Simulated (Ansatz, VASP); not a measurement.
**One calculation of C, two programs**

```
C
1.0
     2.12060   -4.36946    0.00000
     2.12060    4.36946    0.00000
     0.00000    0.00000    2.50471
C
8
Direct
  0.64817 0.98134 0.00000
  0.35183 0.01866 0.00000
  0.01866 0.35183 0.00000
  0.98134 0.64817 0.00000
  0.40474 0.22633 0.50000
  0.59526 0.77367 0.50000
  0.77367 0.59526 0.50000
  0.22633 0.40474 0.50000
```

Alike in both runs: functional r2SCAN; k mesh 6 × 6 × 10; occupations gaussian, width 0.02 eV; no spin polarisation.

Ansatz relaxed the structure, and its values are those at the end. VASP's run is a single point on that final structure, the one shown.

|  | VASP | Ansatz |
| --- | --- | --- |
| version | VASP 6.6.1 | Ansatz 0.2.0 |
| potentials or method | VASP PAW PBE potentials, release 64 (C), cutoff 520 eV | scalar-relativistic, plane waves, PAW |
| valence electrons in the cell | 32 | 32 |

VASP gave:

* gap on the k mesh at the Fermi level (eV): 3.53
* least direct gap on the mesh (eV): 5.28
* pressure (GPa): 1.1
* rms of the force components (eV/Å): 0.009

Q: What did Ansatz give for the same quantities?

A: gap on the k mesh at the Fermi level (eV): 3.56; least direct gap on the mesh (eV): 5.31; pressure (GPa): 0.0; rms of the force components (eV/Å): 0.000.

VASP's potentials were made for PBE, not for r2SCAN. With one functional, cell and mesh, what is left measures potentials, basis and numerics.
